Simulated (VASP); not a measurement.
The system is BeS.

```
Be S
1.0
     0.00000    2.47082    2.47082
     2.47082    0.00000    2.47082
     2.47082    2.47082    0.00000
Be S
1 1
Direct
  0.00000 0.00000 0.00000
  0.25000 0.25000 0.25000
```

This cell differs from its parent crystal: strain +1.5%.

Base run:

```yaml
Program: VASP 6.6.1
Functional: HSE06
Potentials_or_basis: VASP PAW PBE potentials, release 64 (Be, S)
Cutoff: 520 eV
k_mesh: 6 × 6 × 6
Occupations: gaussian, width 0.01 eV
Spin: no spin polarisation
```

Its results: band gap on the k mesh 4.17 eV, indirect (least direct gap 6.57 eV); pressure -5.0 GPa.

Problem. The run is repeated on the same cell with these changes: functional from HSE06 to r2SCAN; k mesh from 6 × 6 × 6 to 10 × 10 × 10. What comes out?

Solution. Band gap on the k mesh 3.69 eV, indirect (least direct gap 6.19 eV); pressure -3.8 GPa.

Several settings changed at once, so the effect can't be laid on one alone.

Caveats: the PAW data sets were made with another functional, which shifts forces and pressure a little.

A k mesh can miss the band edges.
